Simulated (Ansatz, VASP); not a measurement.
SnO2: VASP beside Ansatz

```
Sn O
1.0
     1.52515    0.88055    4.64557
    -1.52515    0.88055    4.64557
     0.00000   -1.76109    4.64557
Sn O
1 2
Direct
  0.50000 0.50000 0.50000
  0.24144 0.24144 0.24144
  0.75856 0.75856 0.75856
```

Alike in both runs: task single point; functional PBEsol; k mesh 12 × 12 × 12; occupations gaussian, width 0.05 eV; no spin polarisation.

```csv
,VASP,Ansatz
version,VASP 6.6.1,Ansatz 0.2.0
potentials or method,"VASP PAW PBE potentials, release 64 (Sn_d, O), cutoff 520 eV","scalar-relativistic, plane waves, PAW"
valence electrons in the cell,26,26
```

|  | VASP | Ansatz | Ansatz less VASP |
| --- | --- | --- | --- |
| gap on the k mesh at the Fermi level (eV) | 2.80 | 2.82 | +0.020 |
| least direct gap on the mesh (eV) | 3.01 | 3.02 | +0.013 |
| pressure (GPa) | 18.8 | 17.7 | -1.04 |
| traceless stress, the component that is largest in VASP (GPa) | -13.42 | -12.89 | +0.531 |
| rms of the force components (eV/Å) | 0.250 | 0.209 | -0.0410 |

VASP's potentials were made for PBE, not for PBEsol, and Ansatz warns of the same on its side. Atom by atom the forces differ by 0.041 eV/Å (rms over components). With one functional, cell and mesh, what is left measures potentials, basis and numerics.
